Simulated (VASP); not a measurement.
Set up this calculation in VASP 6.6.1, as the native input.

| Item | Value |
| --- | --- |
| Task | single point |
| Functional | PBE |
| Potentials or basis | VASP PAW PBE potentials, release 64 (Al, Ru_pv) |
| Cutoff | 520 eV |
| k mesh | 16 × 16 × 16 |
| Occupations | gaussian, width 0.15 eV |
| Spin | no spin polarisation |
| Dipole correction | no |
| Further INCAR settings | ALGO = Fast; EDIFF = 1e-07; NBANDS = 16 |

The structure of AlRu lies in POSCAR:

```
AlRu
1.0
    2.9916000000      0.0000000000      0.0000000000
    0.0000000000      2.9916000000      0.0000000000
    0.0000000000      0.0000000000      2.9317680000
Al Ru
1 1
Direct
    0.0000000000      0.0000000000      0.0000000000
    0.5000000000      0.5000000000      0.5000000000
```

This cell differs from its parent crystal: strain -0.0200 x Voigt [0, 0, 1, 0, 0, 0].

These files were run (other wordings do the same):

INCAR

```
SYSTEM = AlRu
PREC = Accurate ; ENCUT = 520
EDIFF = 1E-7 ; ISMEAR = 0
SIGMA = 0.15 ; LREAL = .False.
LASPH = .True. ; NELM = 60
ALGO = Fast ; ISIF = 2
LWAVE = .False. ; LCHARG = .False.
GGA = PE ; NBANDS = 16
```

KPOINTS

```
Automatic mesh
0
Gamma
  16 16 16
  0 0 0
```

Potentials or basis: VASP PAW PBE potentials, release 64 (Al, Ru_pv).

Run with:

```console
$ cat potpaw_PBE.64/Al/POTCAR potpaw_PBE.64/Ru_pv/POTCAR > POTCAR
$ mpirun -np 1 vasp_std > vasp.out
```

It gave:

```json
{"Pressure": "7.2 GPa"}
```

Caveat: the cell differs from its parent crystal (strain -0.0200 x Voigt [0, 0, 1, 0, 0, 0]).

It took 81 s on 1 thread of Intel(R) Xeon(R) Platinum 8375C CPU @ 2.90GHz (Ice Lake), on a shared host, peak memory 0.27 GiB.
